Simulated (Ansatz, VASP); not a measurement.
# Two plane-wave programs on PbO

```
CELL_PARAMETERS angstrom
3.97440 0.00000 0.00000
0.00000 3.97440 0.00000
0.00000 0.00000 5.02200
ATOMIC_POSITIONS crystal
Pb 0.00000 0.50000 0.23510
Pb 0.50000 0.00000 0.76490
O 0.00000 0.00000 0.02489
O 0.50000 0.50000 0.02489
```

Change from the starting cell: all O atoms moved +0.125 Å, as atom 3 along Cartesian [0 0 1].

Alike in both runs: task single point; functional PBEsol; k mesh 8 × 8 × 6; occupations gaussian, width 0.05 eV; no spin polarisation.

|  | VASP | Ansatz |
| --- | --- | --- |
| version | VASP 6.6.1 | Ansatz 0.2.0 |
| potentials or method | VASP PAW PBE potentials, release 64 (Pb_d, O), cutoff 520 eV | scalar-relativistic, plane waves, PAW |
| valence electrons in the cell | 40 | 40 |

|  | VASP | Ansatz | Ansatz less VASP |
| --- | --- | --- | --- |
| gap on the k mesh at the Fermi level (eV) | 1.15 | 1.14 | -0.007 |
| least direct gap on the mesh (eV) | 2.15 | 2.14 | -0.001 |
| pressure (GPa) | 1.4 | 1.3 | -0.09 |
| traceless stress, the component that is largest in VASP (GPa) | -0.77 | -0.75 | +0.021 |
| rms of the force components (eV/Å) | 0.608 | 0.601 | -0.0076 |

VASP's potentials were made for PBE, not for PBEsol. Atom by atom the forces differ by 0.019 eV/Å (rms over components). With one functional, cell and mesh, what is left measures potentials, basis and numerics.

Neither program's run includes spin-orbit coupling.
